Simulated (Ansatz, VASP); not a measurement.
One calculation of KCl, two programs

Contents of INCAR:

```
PREC = Accurate
ENCUT = 520
EDIFF = 1E-7
ISMEAR = 0
SIGMA = 0.05
LREAL = F
LASPH = T
NELM = 60
ALGO = Normal
ISIF = 2
LWAVE = F
LCHARG = T
GGA = PE
LELF = T
LVHAR = T
NBANDS = 15
```

File KPOINTS:

```
regular mesh
0
Gamma
  8 8 8
```

The input POSCAR:

```
KCl
1.0
    0.0000000000      3.1906418255      3.1906418255
    3.1906418255      0.0000000000      3.1906418255
    3.1906418255      3.1906418255      0.0000000000
K Cl
1 1
Direct
    0.0000000000      0.0000000000      0.0000000000
    0.5000000000      0.5000000000      0.5000000000
```

Input for Ansatz:

```yaml
crystal:
  lattice:
    - [0.0, 3.1906418255, 3.1906418255]
    - [3.1906418255, 0.0, 3.1906418255]
    - [3.1906418255, 3.1906418255, 0.0]
  atoms:
    - { symbol: K, position: [0.0, 0.0, 0.0] }
    - { symbol: Cl, position: [0.5, 0.5, 0.5] }
basis:
  ecutwfc: 420
  ecutrho_ratio: 4
kpoints:
  mp_grid: { grid: [8, 8, 8] }
hamiltonian:
  xc: pbe
scf:
  occupations: { method: gaussian, width: 0.05 }
output:
  forces: true
  stress: true
  eigenvalues: true
```

Alike in both runs: task single point; functional PBE; k mesh 8 × 8 × 8; occupations gaussian, width 0.05 eV; no spin polarisation.

|  | VASP | Ansatz |
| --- | --- | --- |
| version | VASP 6.6.1 | Ansatz 0.2.0 |
| potentials or method | VASP PAW PBE potentials, release 64 (K_sv, Cl), cutoff 520 eV | scalar-relativistic, plane waves, PAW |
| valence electrons in the cell | 16 | 16 |

```csv
,VASP,Ansatz,Ansatz less VASP
gap on the k mesh at the Fermi level (eV),5.05,5.05,+0.002
least direct gap on the mesh (eV),5.05,5.05,+0.002
pressure (GPa),0.0,0.0,-0.01
```

With one functional, cell and mesh, what is left measures potentials, basis and numerics.
